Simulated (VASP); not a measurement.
A run of VASP 6.6.1:

The input INCAR:

```
PREC     = Accurate       # precision mode
ENCUT    = 600            # plane-wave cutoff, eV
EDIFF    = 1E-6           # SCF threshold, eV
ISMEAR   = -1             # smearing method
SIGMA    = 0.05           # smearing width, eV
LREAL    = False          # projectors in reciprocal space
LASPH    = True           # aspherical terms in the spheres
NELM     = 200            # most SCF steps
ALGO     = Normal         # electronic algorithm
ISIF     = 2              # what is computed and relaxed
LWAVE    = False          # write WAVECAR
LCHARG   = False          # write CHGCAR
ISPIN    = 2              # spin polarisation
MAGMOM   = 1 0 0 0 0 0 0 0 # initial moments
LORBIT   = 11             # projections on sites
LMAXMIX  = 4              # l up to which the mixer works
GGA      = PE             # functional
NBANDS   = 30             # bands
GGA_COMPAT= False        
KPAR     = 4
```

KPOINTS

```
regular mesh
0
Gamma
  6 5 5
```

The input POSCAR:

```
KMg6Ni
1.0
    4.5439230000      0.0000000000      0.0000000000
    0.0000000000      3.0618780000      7.4986780000
    0.0000000000     -3.0618780000      7.4986780000
Ni K Mg
1 1 6
Direct
    0.0088400000      0.9114470000      0.9026110000
    0.5092170000      0.7202660000      0.7159260000
    0.5100210000      0.1392550000      0.1491740000
    0.4908940000      0.1561880000      0.6852700000
    0.4937590000      0.6851680000      0.1518400000
   -0.0030800000      0.3198730000      0.3205370000
    0.0043540000      0.2862360000      0.7977560000
    0.0064330000      0.7934920000      0.2979910000
```

Potentials or basis: VASP PAW PBE potentials, release 64 (Ni, K_sv, Mg).

The run is started by

```bash
$ cat potpaw_PBE.64/Ni/POTCAR potpaw_PBE.64/K_sv/POTCAR potpaw_PBE.64/Mg/POTCAR > POTCAR
$ mpirun -np 4 vasp_std > vasp.out
```

Hardware: 4 MPI ranks on AMD EPYC 9R45 96-Core Processor (Zen 5), on a shared host.

Problem. Estimate the wall time of this run.

Solution. It took 5 min on 4 MPI ranks on AMD EPYC 9R45 96-Core Processor (Zen 5), with other jobs on the host, peak memory 1.2 GiB a rank. Counts: scf iterations 14, k points 76.
